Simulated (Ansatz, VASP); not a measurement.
TlO2: VASP beside Ansatz

INCAR

```
SYSTEM = TlO2
  ALGO = Normal
  EDIFF = 1E-7
  EDIFFG = -0.04
  ENCUT = 600
  GGA = PE
  IBRION = 2
  ISIF = 3
  ISMEAR = 0
  LASPH = .TRUE.
  LCHARG = .FALSE.
  LREAL = .FALSE.
  LWAVE = .FALSE.
  NELM = 100
  NSW = 90
  PREC = Accurate
  SIGMA = 0.1
```

File KPOINTS:

```
k-points
0
G
  4 4 4
  0 0 0
```

File POSCAR:

```
TlO2
1.0
    0.0000000000      3.8296305693      3.9261450980
    3.5448176910      0.0000000000      3.9261450980
    3.5448176910      3.8296305693      0.0000000000
Tl O
2 4
Direct
    0.2500000000      0.2500000000      0.7500000000
    0.7500000000      0.7500000000      0.2500000000
    0.3692137924      0.6307862076      0.3692137924
    0.6307862076      0.3692137924      0.6307862076
    0.8608805197      0.1391194803      0.8608805197
    0.1391194803      0.8608805197      0.1391194803
```

Input for Ansatz:

```yaml
crystal:
  lattice:
    - [0.0, 3.8296305693, 3.926145098]
    - [3.544817691, 0.0, 3.926145098]
    - [3.544817691, 3.8296305693, 0.0]
  atoms:
    - { symbol: Tl, position: [0.25, 0.25, 0.75] }
    - { symbol: Tl, position: [0.75, 0.75, 0.25] }
    - { symbol: O, position: [0.3692137924, 0.6307862076, 0.3692137924] }
    - { symbol: O, position: [0.6307862076, 0.3692137924, 0.6307862076] }
    - { symbol: O, position: [0.8608805197, 0.1391194803, 0.8608805197] }
    - { symbol: O, position: [0.1391194803, 0.8608805197, 0.1391194803] }
basis:
  ecutwfc: 420
kpoints:
  mp_grid: { grid: [4, 4, 4] }
hamiltonian:
  xc: pbe
scf:
  occupations: { method: gaussian, width: 0.1 }
  lower_state_search: "off"
output:
  forces: true
  stress: true
  eigenvalues: true
relax:
  adjacent_minimum: "off"
  f_tol: 0.04
  max_steps: 70
  cell: { stress_tol: 0.4 }
```

Alike in both runs: task relaxation of cell and atoms; functional PBE; k mesh 4 × 4 × 4; occupations gaussian, width 0.1 eV; no spin polarisation.

|  | VASP | Ansatz |
| --- | --- | --- |
| version | VASP 6.6.1 | Ansatz 0.2.0 |
| potentials or method | VASP PAW PBE potentials, release 64 (Tl_d, O), cutoff 600 eV | scalar-relativistic, plane waves, PAW |
| valence electrons in the cell | 50 | 50 |

|  | VASP | Ansatz | Ansatz less VASP |
| --- | --- | --- | --- |
| gap on the k mesh at the Fermi level, each at its own relaxed structure (eV) | none | none | - |
| relaxed volume (Å³/atom) | 22.89 | 21.91 | -0.982 |
| relaxed cell length with the largest relative difference (Å) | 5.591 | 5.463 | -0.1282 |

A gap of «none» marks a metal or a gap that the smearing closes.

The k mesh is coarse, so the values compare programs but aren't converged. Spin-orbit coupling is off throughout. Noted on VASP's run: the volume moved by over 15 % at a fixed basis, so the end points are rough.
